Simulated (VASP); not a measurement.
Runs of VASP 6.6.1 on C. The structure is that of space group Cm (No. 8), or close to it. The cells are those of the table. 

```csv
cell,gap on the mesh (eV),pressure (GPa),largest force (eV/Å)
"a = 2.491, b = 2.491, c = 10.310 Å, angles 84.8, 84.8, 60.0°, 10 atoms",none,4.8,4.00
"a = 2.491, b = 2.491, c = 10.260 Å, angles 91.7, 91.7, 60.0°, 10 atoms",none,4.0,5.51
"a = 2.491, b = 2.491, c = 10.279 Å, angles 86.5, 86.5, 60.0°, 10 atoms",none,(a),3.30
"a = 2.491, b = 2.491, c = 10.260 Å, angles 88.3, 88.3, 60.0°, 10 atoms",none,4.9,4.01
```

Alike in all rows: task single point; level LDA; potentials or basis VASP PAW LDA potentials, release 64 (C_h); no spin polarisation; k mesh 10 × 10 × 3; cutoff (eV) 910; smearing gaussian 0.05 eV.

Task: Estimate the missing entries.

Result: (a) 4.7.

Caveats: the cutoff is under 1.25 times the usual one of these potentials, so pressure, stress and relaxed cells hold a basis-set (Pulay) error; the cell stands under pressure; forces of over 1 eV/Å act on the atoms, so gaps and moduli don't describe the material at rest.

A gap of «none» marks levels without a gap at the run's occupations.
